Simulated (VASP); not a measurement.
# Co: single point with PBE

The system is Co.

```
Co
1.0
     2.49672    0.00000    0.00000
    -1.24836    2.16222    0.00000
     0.00000    0.00000    4.02660
Co
2
Cartesian
  1.2484 0.7207 3.0199
  0.0000 1.4415 1.0066
```

| Item | Value |
| --- | --- |
| Program | VASP 6.6.1 |
| Task | single point |
| Functional | PBE |
| Potentials or basis | VASP PAW PBE potentials, release 64 (Co) |
| Cutoff | 520 eV |
| k mesh | 12 × 12 × 7 |
| Occupations | fermi-dirac, width 0.05 eV |
| Spin | collinear spin, ferromagnetic start |
| Starting moments | [2.0, 2.0] μB |
| Dipole correction | no |
| Further INCAR settings | ALGO = Normal; EDIFF = 1e-07; NBANDS = 20 |

The pressure is -0.7 GPa and the net moment is 3.24 μB per cell. The site moments are Co +1.64 μB and the valence electrons inside the program's atomic spheres are Co 8.27.

Stress tensor (GPa, compression positive):
```
-0.61  0.00  0.00
 0.00 -0.61  0.00
 0.00  0.00 -0.79
```

Levels at points of the mesh, in eV from the Fermi level:
Spin up:
| k point | band 7 | band 8 | band 9 | band 10 | band 11 | band 12 | band 13 | band 14 | band 15 | band 16 |
| --- | --- | --- | --- | --- | --- | --- | --- | --- | --- | --- |
| (0.00, 0.00, 0.00) | -2.27 | -1.93 | -1.93 | -0.83 | -0.83 | -0.03 | 6.38 | 21.93 | 24.45 | 24.45 |
| (0.50, 0.00, 0.00) | -2.17 | -0.71 | -0.60 | -0.56 | 1.30 | 3.30 | 9.70 | 10.35 | 12.74 | 13.96 |
Spin down:
```csv
k point,band 5,band 6,band 7,band 8,band 9,band 10
"(0.00, 0.00, 0.00)",-0.93,-0.57,-0.57,-0.17,-0.17,-0.10
"(0.50, 0.00, 0.00)",-1.11,-1.00,-0.59,1.19,1.32,1.35
```

It took 36 s on 1 thread of Intel(R) Xeon(R) Platinum 8559C (Emerald Rapids) (shared host), peak memory 0.17 GiB.
